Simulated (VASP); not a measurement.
A run of VASP 6.6.1 is set up as follows.

Contents of INCAR:

```
  PREC = Accurate
  ENCUT = 600
  EDIFF = 1E-7
  ISMEAR = -1
  SIGMA = 0.15
  LREAL = F
  LASPH = T
  NELM = 80
  ALGO = Normal
  ISIF = 3
  LWAVE = F
  LCHARG = F
  GGA = PE
  IBRION = 2
  NSW = 80
  EDIFFG = -0.001
  PSTRESS = 30.0
```

Contents of KPOINTS:

```
Automatic mesh
0
Gamma
  14 14 14
```

POSCAR

```
InP
1.0
    0.0000000000      2.7719816220      2.7719816220
    2.7719816220      0.0000000000      2.7719816220
    2.7719816220      2.7719816220      0.0000000000
In P
1 1
Direct
    0.0000000000      0.0000000000      0.0000000000
    0.5000000000      0.5000000000      0.5000000000
```

Potentials or basis: VASP PAW PBE potentials, release 64 (In_d, P).

Launch:

```sh
$ cat potpaw_PBE.64/In_d/POTCAR potpaw_PBE.64/P/POTCAR > POTCAR
$ mpirun -np 1 vasp_std > vasp.out
```

What does it give for the relaxed cell?

a = 3.872 Å, b = 3.872 Å, c = 3.872 Å, α = 60.00°, β = 60.00°, γ = 60.00°.

What does it give for the relaxed volume?

20.52 Å³/atom.

What does it give for the band gap on the k mesh?

Zero (bands 9 and 10 overlap by 2.76 eV).

What does it give for the space group after relaxing (to 0.1 Å)?

Fm-3m (No. 225).

Final structure:
```
In P
1.0
     0.00000    2.73759    2.73759
     2.73759    0.00000    2.73759
     2.73759    2.73759    0.00000
In P
1 1
Direct
  0.00000 0.00000 0.00000
  0.50000 0.50000 0.50000
```

Caveat: the cell is relaxed towards a set pressure, so the run minimises the enthalpy, not the energy; spin-orbit coupling is left out, which moves the levels of the heavy elements.
